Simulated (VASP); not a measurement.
# Nb (I4/mmm) in VASP: a series of runs

The runs below take Nb through single point, with PBE.

Everything below comes from runs of VASP 6.6.1. Logs are shortened: lines on timing, memory, paths and dates and some standing lists are left out, and cuts for length are marked.

### 1 The cell of the first run

The structure is tetragonal, space group I4/mmm (No. 139). Conventional cell: a = 3.494 Å, b = 3.494 Å, c = 3.411 Å, α = 90.00°, β = 90.00°, γ = 90.00°. Within 4.0 Å of Nb (site symmetry 4/mmm) lie 14 Nb at 3.00 to 3.49 Å.

### 2 Single point, PBE (strain +0.050 along x and y, +0.025 along z)

INCAR reads:

```
PREC = Accurate ; ENCUT = 520
EDIFF = 1E-6 ; ISMEAR = 0
SIGMA = 0.15 ; LREAL = F
LASPH = T ; NELM = 100
ALGO = Fast ; ISIF = 2
LWAVE = F ; LCHARG = F
GGA = PE ; NBANDS = 12
```

KPOINTS reads:

```
regular mesh
0
Gamma
  20 20 20
```

POSCAR reads:

```
Nb
1.0
   -1.7471475000      1.7471475000      1.7055487500
    1.7471475000     -1.7471475000      1.7055487500
    1.7471475000      1.7471475000     -1.7055487500
Nb
1
Direct
    0.0000000000      0.0000000000      0.0000000000
```

Potentials or basis: VASP PAW PBE potentials, release 64 (Nb_sv).

Run with:

```bash
> cat potpaw_PBE.64/Nb_sv/POTCAR > POTCAR
> mpirun -np 1 vasp_std > vasp.out
```

OUTCAR:

```text
PREC = Accurate
   ENCUT = 520
   EDIFF = 1E-6
   ISMEAR = 0
   LREAL = F
   LASPH = T
   NELM = 100
   ISIF = 2
   GGA = PE

 ion  position               nearest neighbor table
   1  0.000  0.000  0.000-

  LATTYP: Found a body centered tetragonal cell.
 ALAT       =     3.4942950000
 C/A-ratio  =     0.9761904762

  Lattice vectors:

 A1 = (  -1.7471475000,   1.7471475000,   1.7055487500)
 A2 = (   1.7471475000,  -1.7471475000,   1.7055487500)
 A3 = (   1.7471475000,   1.7471475000,  -1.7055487500)

Analysis of symmetry for initial positions (statically):
=====================================================================
 Subroutine PRICEL returns:
 Original cell was already a primitive cell.

 Routine SETGRP: Setting up the symmetry group for a
 body centered tetragonal supercell.

 Subroutine GETGRP returns: Found 16 space group operations
 (whereof 16 operations were pure point group operations)
 out of a pool of 16 trial point group operations.

The static configuration has the point symmetry D_4h.

Analysis of symmetry for dynamics (positions and initial velocities):
=====================================================================
 Subroutine PRICEL returns:
 Original cell was already a primitive cell.

 Routine SETGRP: Setting up the symmetry group for a
 body centered tetragonal supercell.

 Subroutine GETGRP returns: Found 16 space group operations
 (whereof 16 operations were pure point group operations)
 out of a pool of 16 trial point group operations.

The dynamic configuration has the point symmetry D_4h.

 Subroutine INISYM returns: Found 16 space group operations
 (whereof 16 operations are pure point group operations),
 and found     1 'primitive' translations

----------------------------------------------------------------------------------------

                                     Primitive cell

  volume of cell :      20.8249

  direct lattice vectors                    reciprocal lattice vectors
    -1.747147500  1.747147500  1.705548750     0.000000000  0.286180760  0.293160779
     1.747147500 -1.747147500  1.705548750     0.286180760  0.000000000  0.293160779
     1.747147500  1.747147500 -1.705548750     0.286180760  0.286180760  0.000000000

  length of vectors
     3.002323319  3.002323319  3.002323319     0.409686063  0.409686063  0.404720713

  position of ions in fractional coordinates (direct lattice)
     0.000000000  0.000000000  0.000000000

  ion indices of the primitive-cell ions
   primitive index   ion index
                 1           1

----------------------------------------------------------------------------------------

 KPOINTS: regular mesh

Automatic generation of k-mesh.
 Grid dimensions read from file:
 generate k-points for:   20   20   20

 Generating k-lattice:

  Cartesian coordinates                     Fractional coordinates (reciprocal lattice)
     0.000000000  0.014309038  0.014658039     0.050000000  0.000000000  0.000000000
     0.014309038  0.000000000  0.014658039     0.000000000  0.050000000  0.000000000
     0.014309038  0.014309038  0.000000000     0.000000000  0.000000000  0.050000000

  Length of vectors
     0.020484303  0.020484303  0.020236036

  Shift w.r.t. Gamma in fractional coordinates (k-lattice)
     0.000000000  0.000000000  0.000000000

 Subroutine IBZKPT returns following result:
 ===========================================

 Found    641 irreducible k-points:

 Following reciprocal coordinates:
            Coordinates               Weight
  0.000000  0.000000  0.000000      1.000000
  0.050000 -0.000000  0.000000      8.000000
  0.100000  0.000000  0.000000      8.000000
  0.150000  0.000000  0.000000      8.000000
  0.200000  0.000000  0.000000      8.000000
  0.250000 -0.000000  0.000000      8.000000
[... 16 lines left out ...]
 -0.400000  0.050000 -0.000000     16.000000
 -0.350000  0.050000 -0.000000     16.000000
 [... further k-points ...]
   k-points           NKPTS =    641   k-points in BZ     NKDIM =    641   number of bands    NBANDS=     12
   number of dos      NEDOS =    301   number of ions     NIONS =      1
   total plane-waves  NPLWV =  13824
   dimension x,y,z NGX =    24 NGY =   24 NGZ =   24
   dimension x,y,z NGXF=    48 NGYF=   48 NGZF=   48
   ions per type =               1
   NGX,Y,Z   is equivalent  to a cutoff of  13.29, 13.29, 13.29 a.u.
   NGXF,Y,Z  is equivalent  to a cutoff of  26.58, 26.58, 26.58 a.u.
 SYSTEM =  unknown system
   PREC   = accura    normal or accurate (medium, high low for compatibility)
   ISTART =      0    job   : 0-new  1-cont  2-samecut
   ICHARG =      2    charge: 1-file 2-atom 10-const
   ISPIN  =      1    spin polarized calculation?
   LNONCOLLINEAR =      F non collinear calculations
   LSORBIT =      F    spin-orbit coupling
   LASPH  =      T    aspherical Exc in radial PAW
   ENCUT  =  520.0 eV  38.22 Ry    6.18 a.u.   5.58  5.58  5.58*2*pi/ulx,y,z
   NELM   =    100;   NELMIN=  2; NELMDL= -5     # of ELM steps
   EDIFF  = 0.1E-05   stopping-criterion for ELM
   LREAL  =      F    real-space projection
   EDIFFG = 0.1E-04   stopping-criterion for IOM
   NSW    =      0    number of steps for IOM
   IBRION =     -1    ionic relax: 0-MD 1-quasi-New 2-CG
   NFREE  =      0    steps in history (QN), initial steepest desc. (CG)
   ISIF   =      2    stress and relaxation
   ISYM   =      2    0-nonsym 1-usesym 2-fastsym
   POTIM  = 0.5000    time-step for ionic-motion
   TEBEG  =    0.0;   TEEND  =   0.0 temperature during run
   PSTRESS=    0.0 pullay stress
   NELECT =      13.0000    total number of electrons
   NUPDOWN=      -1.0000    fix difference up-down
   EMIN   =  10.00;   EMAX   =-10.00  energy-range for DOS
   EFERMI =   0.00;   METHOD = LEGACY
   ISMEAR =     0;   SIGMA  =   0.15  broadening in eV -4-tet -1-fermi 0-gaus
   EFERMI_NEDOS =   21; number of points for ismear=-14 and -15
   IALGO  =     68    algorithm
   IMIX   =      4    mixing-type and parameters
     AMIX     =   0.40;   BMIX     =  1.00
     AMIX_MAG =   1.60;   BMIX_MAG =  1.00
  volume/ion in A,a.u.               =      20.82       140.53
  Fermi-wavevector in a.u.,A,eV,Ry     =   1.399141  2.643993 26.634709  1.957596
  Thomas-Fermi vector in A             =   2.522230
   LORBIT       =      0    0 simple, 1 ext, 2 COOP (PROOUT), +10 PAW based schemes
   GGA     = PE    functional components
   LHFCALC =     F    Hartree Fock is set to
   AEXX    =    0.0000 exact exchange contribution
   IVDW    =     0    specifies the selected vdW correction
   LEPSILON=     F    determine dielectric tensor
   LRPA    =     F    only Hartree local field effects (RPA)
 non-spin polarized calculation
 RMM-DIIS sequential band-by-band and
 Gauss-broadening in eV      SIGMA  =   0.15
  energy-cutoff  :      520.00
  volume of cell :       20.82
 maximum number of plane-waves:       577
   NGX = 11   NGY = 11   NGZ = 11

 number of electron      13.0000000 magnetization

 Free energy of the ion-electron system (eV)
  ---------------------------------------------------
  ext. energy  EPLUGINS =         0.00000000
  ---------------------------------------------------
  free energy    TOTEN  =       -10.05054911 eV

  energy without entropy =      -10.02962621  energy(sigma->0) =      -10.04008766

 E-fermi :   9.2821     XC(G=0): -11.7687

 val. band max:        9.2749781713   @ k =  -0.2000  -0.3000   0.1500
 cond. band min:       9.2869016496   @ k =  -0.4000  -0.4500   0.2000
 fundamental gap:      0.0119234782
 Fermi energy:         9.2821120054

 k-point     1 :       0.0000    0.0000    0.0000
  band No.  band energies     occupation
      1     -45.3295      2.00000
      2     -20.8725      2.00000
      3     -20.8725      2.00000
      4     -20.8719      2.00000
      5       3.6470      2.00000
      6       9.5063      0.03456
      7       9.7327      0.00002
      8       9.7327      0.00002
      9      11.9526      0.00000
     10      12.2501      0.00000
     11      22.9347      0.00000
     12      22.9380      0.00000

 k-point     2 :       0.0500   -0.0000    0.0000
  band No.  band energies     occupation
      1     -45.3262      2.00000
      2     -20.8942      2.00000
      3     -20.8795      2.00000
      4     -20.8724      2.00000
      5       3.7361      2.00000
      6       9.5052      0.03541
      7       9.7193      0.00004
      8       9.7628      0.00001
      9      11.9359      0.00000
     10      12.1939      0.00000
     11      23.0564      0.00000
     12      23.1077      0.00000

 k-point     3 :       0.1000    0.0000    0.0000
  band No.  band energies     occupation
      1     -45.3167      2.00000
      2     -20.9577      2.00000
      3     -20.8999      2.00000
      4     -20.8732      2.00000
      5       3.9957      2.00000
      6       9.3990      0.27049
      7       9.6659      0.00030
      8       9.9632      0.00000
      9      11.8556      0.00000
     10      12.1086      0.00000
     11      23.3041      0.00000
     12      23.5393      0.00000
[... 286 lines left out ...]
 k-point    23 :      -0.4000    0.0500   -0.0000
  band No.  band energies     occupation
      1     -45.2130      2.00000
      2     -21.5988      2.00000
      3     -21.1171      2.00000
      4     -20.8891      2.00000
      5       6.1851      2.00000
      6       8.1334      2.00000
      7       9.7971      0.00000
      8      12.0594      0.00000
      9      12.5266      0.00000
     10      13.5639      0.00000
     11      20.7262      0.00000
     12      21.3809      0.00000

 k-point    24 :      -0.3500    0.0500   -0.0000
  band No.  band energies     occupation
      1     -45.2302      2.00000
      2     -21.4978      2.00000
      3     -21.0807      2.00000
      4     -20.8874      2.00000
      5       6.0567      2.00000
      6       8.3181      2.00000
      7       9.3436      0.56210
      8      11.9060      0.00000
      9      12.4020      0.00000
     10      12.7988      0.00000
     11      21.6353      0.00000
     12      22.2740      0.00000

 [... further k-points ...]
[... 5 lines left out ...]
  --------------------------------------------------------------------------------------
  -------------------------------------------------------------------------------------
  Total       -2.4392452     -2.4392452     -2.2178199      0.0000000     -0.0000000      0.0000000
  in kB     -187.6647785   -187.6647785   -170.6292918      0.0000000     -0.0000000      0.0000000
  external PRESSURE =    -181.9862829 kB  Pullay stress =       0.0000000 kB

 VOLUME and BASIS-vectors are now :
 -----------------------------------------------------------------------------
  energy-cutoff  :      520.00
  volume of cell :       20.82
      direct lattice vectors                 reciprocal lattice vectors
    -1.747147500  1.747147500  1.705548750     0.000000000  0.286180760  0.293160779
     1.747147500 -1.747147500  1.705548750     0.286180760  0.000000000  0.293160779
     1.747147500  1.747147500 -1.705548750     0.286180760  0.286180760  0.000000000

 POSITION                                       TOTAL-FORCE (eV/Angst)
 -----------------------------------------------------------------------------------
      0.00000      0.00000      0.00000         0.000000      0.000000      0.000000
 -----------------------------------------------------------------------------------
    total drift:                                0.000000      0.000000     -0.000000

  FREE ENERGIE OF THE ION-ELECTRON SYSTEM (eV)
  ---------------------------------------------------
  free  energy   TOTEN  =       -10.0505491052 eV

  energy  without entropy=      -10.0296262088  energy(sigma->0) =      -10.04008766
```

It took 2.7 min on 1 thread of Intel Xeon Platinum 8259CL at 2.50GHz (Skylake/Cascade Lake), shared host; peak memory 0.26 GiB.

Results:

```
Free energy : -10.0505 eV
Pressure    : -18.2 GPa
```

Caveat: the cell differs from its parent crystal (strain +0.050 along x and y, +0.025 along z).

### 3 Single point, PBE (strain -0.050 along x and y, -0.025 along z)

INCAR reads:

```
PREC     = Accurate       # precision mode
ENCUT    = 520            # plane-wave cutoff, eV
EDIFF    = 1E-6           # SCF threshold, eV
ISMEAR   = 0              # smearing method
SIGMA    = 0.15           # smearing width, eV
LREAL    = False          # projectors in reciprocal space
LASPH    = True           # aspherical terms in the spheres
NELM     = 80             # most SCF steps
ALGO     = Normal         # electronic algorithm
ISIF     = 2              # what is computed and relaxed
LWAVE    = False          # write WAVECAR
LCHARG   = False          # write CHGCAR
GGA      = PE             # functional
NBANDS   = 12             # bands
```

KPOINTS is that of step 2.

POSCAR reads:

```
Nb
1.0
   -1.5807525000      1.5807525000      1.6223512500
    1.5807525000     -1.5807525000      1.6223512500
    1.5807525000      1.5807525000     -1.6223512500
Nb
1
Direct
    0.0000000000      0.0000000000      0.0000000000
```

Potentials or basis: VASP PAW PBE potentials, release 64 (Nb_sv).

Run with:

```bash
> cat potpaw_PBE.64/Nb_sv/POTCAR > POTCAR
> mpirun -np 1 vasp_std > vasp.out
```

It took 72 s on 1 thread of Intel Xeon Platinum 8259CL at 2.50GHz (Skylake/Cascade Lake), shared host; peak memory 0.24 GiB.

Results (log left out):

```yaml
Free_energy: -10.0959 eV
Pressure: 23.0 GPa
```

Stress tensor (GPa, compression positive):
```
24.39  0.00  0.00
 0.00 24.39  0.00
 0.00  0.00 20.32
```

Levels at points of the mesh, in eV from the Fermi level:
```csv
k point,band 2,band 3,band 4,band 5,band 6,band 7,band 8,band 9,band 10,band 11
"(0.00, 0.00, 0.00)",-29.31,-29.31,-29.31,-6.11,0.21,0.21,0.53,3.35,3.80,14.17
"(0.50, 0.00, 0.00)",-31.18,-29.87,-29.32,-4.18,-1.89,2.79,3.49,4.45,7.23,11.95
"(0.50, 0.50, 0.00)",-31.17,-29.91,-29.36,-4.23,-2.23,3.01,3.98,4.61,7.31,11.93
"(0.50, 0.50, 0.50)",-30.63,-30.53,-30.53,-4.43,-4.35,6.28,6.38,6.38,9.62,10.23
```

Caveat: the cell differs from its parent crystal (strain -0.050 along x and y, -0.025 along z).

### 4 Single point, PBE (strain -0.050 along x and y, +0.000 along z)

INCAR reads:

```
PREC     = Accurate       # precision mode
ENCUT    = 520            # plane-wave cutoff, eV
EDIFF    = 1E-7           # SCF threshold, eV
ISMEAR   = 0              # smearing method
SIGMA    = 0.15           # smearing width, eV
LREAL    = F              # projectors in reciprocal space
LASPH    = T              # aspherical terms in the spheres
NELM     = 60             # most SCF steps
ALGO     = Normal         # electronic algorithm
ISIF     = 2              # what is computed and relaxed
LWAVE    = F              # write WAVECAR
LCHARG   = T              # write CHGCAR
GGA      = PE             # functional
LELF     = T              # ELF
LVHAR    = T            
NBANDS   = 12             # bands
```

KPOINTS reads:

```
Automatic mesh
0
Gamma
  20 20 20
```

POSCAR reads:

```
Nb
1.0
   -1.5807525000      1.5807525000      1.6639500000
    1.5807525000     -1.5807525000      1.6639500000
    1.5807525000      1.5807525000     -1.6639500000
Nb
1
Direct
    0.0000000000      0.0000000000      0.0000000000
```

Run with:

```bash
> cat potpaw_PBE.64/Nb_sv/POTCAR > POTCAR
> mpirun -np 1 vasp_std > vasp.out
```

Run time: 84 s. Hardware: 1 thread of Intel Xeon Platinum 8259CL at 2.50GHz (Skylake/Cascade Lake), shared host; peak memory 0.24 GiB.

The run converged. Its results:

```yaml
Free_energy: -10.1378 eV
Pressure: 17.0 GPa
```

Stress tensor (GPa, compression positive):
```
19.60  0.00  0.00
 0.00 19.60  0.00
 0.00  0.00 11.89
```

Levels at points of the mesh, in eV from the Fermi level:
```csv
k point,band 3,band 4,band 5,band 6,band 7,band 8,band 9,band 10
"(0.00, 0.00, 0.00)",-29.40,-29.40,-6.09,0.14,0.14,0.75,3.05,3.88
"(0.50, 0.00, 0.00)",-29.91,-29.41,-4.06,-1.70,2.57,3.13,4.39,6.95
"(0.50, 0.50, 0.00)",-29.98,-29.48,-4.15,-2.35,2.98,4.13,4.62,7.12
"(0.50, 0.50, 0.50)",-30.51,-30.51,-4.30,-4.15,6.02,6.23,6.23,8.97
```

Caveat: the cell differs from its parent crystal (strain -0.050 along x and y, +0.000 along z).

(Continued in part 2 of 2.)
